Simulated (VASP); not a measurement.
Te2Mo:

```
Mo Te
1.0
     1.77341    1.02388    7.10414
    -1.77341    1.02388    7.10414
     0.00000   -2.04776    7.10414
Mo Te
1 2
Direct
  0.99996 0.99996 0.99996
  0.41742 0.41742 0.41742
  0.24928 0.24928 0.24928
```

Base run:

| Quantity | Value |
| --- | --- |
| Program | VASP 6.6.1 |
| Functional | PBE |
| Potentials or basis | VASP PAW PBE potentials, release 64 (Mo_sv, Te) |
| Cutoff | 520 eV |
| k mesh | 6 × 6 × 6 |
| Occupations | methfessel-paxton, width 0.05 eV |
| Spin | no spin polarisation |

Its results: band gap on the k mesh 0.89 eV (least direct gap 1.07 eV); pressure 1.9 GPa; largest force 0.219 eV/Å.

Q: The run is repeated on the same cell with these changes: occupations from methfessel-paxton, width 0.05 eV to fermi-dirac, width 0.5 eV. What comes out?

A: Band gap on the k mesh 0.91 eV (least direct gap 1.08 eV); pressure 3.9 GPa; largest force 0.501 eV/Å.

Caveats: spin-orbit coupling is left out, which moves the levels of the heavy elements; the cell stands under pressure (at least some runs); so wide a smearing shifts energies and pressures (at least some runs).

A k mesh can miss the band edges.
